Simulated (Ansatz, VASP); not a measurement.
# Two plane-wave programs on ZnSe

File INCAR:

```
PREC = Accurate
ENCUT = 520
EDIFF = 1E-6
ISMEAR = -1
SIGMA = 0.02
LREAL = F
LASPH = T
NELM = 80
ALGO = Normal
ISIF = 2
LWAVE = F
LCHARG = F
GGA = PE
NBANDS = 16
```

The input KPOINTS:

```
Automatic mesh
0
Gamma
  8 8 8
```

File POSCAR:

```
ZnSe
1.0
    0.0000000000      2.9740417191      2.6590364151
    2.9740417191      0.0000000000      2.6590364151
    2.9740417191      2.9740417191      0.0000000000
Zn Se
1 1
Direct
    0.0000000000      0.0000000000      0.0000000000
    0.2500000000      0.2500000000      0.2500000000
```

Input for Ansatz:

```yaml
crystal:
  lattice:
    - [0.0, 2.9740417191, 2.6590364151]
    - [2.9740417191, 0.0, 2.6590364151]
    - [2.9740417191, 2.9740417191, 0.0]
  atoms:
    - { symbol: Zn, position: [0.0, 0.0, 0.0] }
    - { symbol: Se, position: [0.25, 0.25, 0.25] }
kpoints:
  mp_grid: { grid: [8, 8, 8] }
  band_path:
    path:
      - [0.0, 0.0, 0.0]
      - [-0.5, -0.5, 0.0]
      - [-0.375, -0.375, 0.25]
      - [-0.375, 0.0, 0.375]
      - [0.0, 0.0, 0.5]
      - [-0.5, -0.25, 0.25]
    npoints: 1
hamiltonian:
  xc: pbe
scf:
  occupations: { method: fermi_dirac, width: 0.02 }
  n_extra_bands: 4
output:
  forces: true
  stress: true
  eigenvalues: true
```

Change from the starting cell: epitaxial_xy strain +5.0%.

Alike in both runs: task single point; functional PBE; k mesh 8 × 8 × 8; occupations fermi-dirac, width 0.02 eV; no spin polarisation.

|  | VASP | Ansatz |
| --- | --- | --- |
| version | VASP 6.6.1 | Ansatz 0.2.0 |
| potentials or method | VASP PAW PBE potentials, release 64 (Zn, Se) | plane waves, PAW |
| plane-wave cutoff (eV) | 520 | 420 |
| valence electrons in the cell | 18 | 28 |

Ansatz gave:

```
gap on the k mesh at the Fermi level (eV)                     : 0.90
pressure (GPa)                                                : -0.2
traceless stress, the component that is largest in VASP (GPa) : 2.09
```

Task: Estimate VASP's values.

Result: gap on the k mesh at the Fermi level (eV): 0.91; pressure (GPa): 0.0; traceless stress, the component that is largest in VASP (GPa): 2.07.

The functional is the same, so the differences come from potentials, cutoffs and numerics. VASP's potentials hold 18 valence electrons a cell and Ansatz's 28, so a difference there can come from the potentials and not from the codes.
